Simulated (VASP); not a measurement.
Here is a VASP 6.6.1 calculation.

INCAR

```
PREC = Accurate
ENCUT = 500
EDIFF = 1E-6
ISMEAR = 0
SIGMA = 0.2
LREAL = F
LASPH = T
NELM = 120
ALGO = Normal
ISIF = 2
LWAVE = F
LCHARG = F
GGA = PE
NBANDS = 16
GGA_COMPAT = F
```

Contents of KPOINTS:

```
regular mesh
0
Gamma
  5 5 5
```

The input POSCAR:

```
Al3Cl
1.0
    4.3628000000      0.0000000000      0.0000000000
    0.0000000000      4.3628000000      0.0000000000
    0.0000000000      0.0000000000      4.3628000000
Al Cl
3 1
Direct
    0.0000000000      0.5000000000      0.5000000000
    0.5000000000      0.0000000000      0.5000000000
    0.5000000000      0.5000000000      0.0000000000
    0.0000000000      0.0000000000      0.0000000000
```

Potentials or basis: VASP PAW PBE potentials, release 64 (Al, Cl).

Run with:

```console
$ cat potpaw_PBE.64/Al/POTCAR potpaw_PBE.64/Cl/POTCAR > POTCAR
$ mpirun -np 1 vasp_std > vasp.out
```

**Question.** Estimate the band gap on the k mesh.

**Answer.** Zero (band 8 reaches 6.14 eV, above the bottom of band 9 at 5.41 eV).

**Question.** Predict the pressure.

**Answer.** -0.5 GPa.
